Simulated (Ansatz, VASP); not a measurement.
# BaF2 in VASP and in Ansatz

```
Ba F
1.0
     0.00000    3.09744    3.09744
     3.09744    0.00000    3.09744
     3.09744    3.09744    0.00000
Ba F
1 2
Direct
  0.00000 0.00000 0.00000
  0.75000 0.75000 0.75000
  0.25000 0.25000 0.25000
```

Alike in both runs: functional r2SCAN; k mesh 6 × 6 × 6; occupations gaussian, width 0.02 eV; no spin polarisation.

Ansatz relaxed the structure, and its values are those at the end. VASP's run is a single point on that final structure, the one shown.

|  | VASP | Ansatz |
| --- | --- | --- |
| version | VASP 6.6.1 | Ansatz 0.2.0 |
| potentials or method | VASP PAW PBE potentials, release 64 (Ba_sv, F), cutoff 660 eV | scalar-relativistic, plane waves, PAW |
| valence electrons in the cell | 24 | 24 |

VASP gave:

| Quantity | Value |
| --- | --- |
| gap on the k mesh at the Fermi level (eV) | 7.36 |
| least direct gap on the mesh (eV) | 7.43 |
| pressure (GPa) | 0.9 |

Question: Estimate Ansatz's values.

Answer: gap on the k mesh at the Fermi level (eV): 7.44; least direct gap on the mesh (eV): 7.51; pressure (GPa): 0.0.

VASP's potentials were made for PBE, not for r2SCAN.

Spin-orbit coupling is off throughout.
